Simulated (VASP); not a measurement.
# WC2: single point with PBEsol

Crystal: WC2.

```
C W
1.0
    -1.50894    1.50894    2.96886
     1.50894   -1.50894    2.96886
     1.50894    1.50894   -2.96886
C W
2 1
Direct
  0.37884 0.37884 0.00000
  0.62116 0.62116 0.00000
  0.00000 0.00000 0.00000
```

```yaml
Program: VASP 6.6.1
Task: single point
Functional: PBEsol
Potentials_or_basis: VASP PAW PBE potentials, release 64 (C_h, W_sv)
Cutoff: 910 eV
k_mesh: 10 × 10 × 10
Occupations: gaussian, width 0.1 eV
Spin: no spin polarisation
Dipole_correction: no
Further_INCAR_settings: ALGO = Normal; EDIFF = 1e-06; NBANDS = 18
```

| Quantity | Value |
| --- | --- |
| Pressure | 1.1 GPa |
| Largest force | 0.058 eV/Å |
| Band gap on the k mesh | zero (bands 11 and 12 overlap by 3.64 eV) |

Forces on the atoms (eV/Å):
```
C    0.000  0.000 -0.058
C    0.000  0.000  0.058
W    0.000  0.000  0.000
```

Levels at points of the mesh, in eV from the Fermi level:
| k point | band 9 | band 10 | band 11 | band 12 | band 13 | band 14 |
| --- | --- | --- | --- | --- | --- | --- |
| (0.00, 0.00, 0.00) | -3.69 | -3.69 | -2.74 | -2.74 | 0.05 | 2.35 |
| (0.50, 0.00, 0.00) | -5.28 | -0.56 | 0.42 | 1.28 | 1.87 | 1.95 |
| (0.50, 0.50, 0.00) | -5.78 | -4.55 | -2.42 | 2.96 | 3.31 | 4.41 |
| (0.50, 0.50, 0.50) | -4.26 | -2.76 | 0.02 | 0.02 | 0.38 | 4.25 |

It took 38 s on 1 thread of Intel(R) Xeon(R) 6975P-C (Granite Rapids), on a shared host, peak memory 0.28 GiB.

Caveat: the cutoff is under 1.25 times the usual one of these potentials, so pressure, stress and relaxed cells hold a basis-set (Pulay) error; the PAW data sets were made with another functional, which shifts forces and pressure a little; spin-orbit coupling is left out, which moves the levels of the heavy elements.
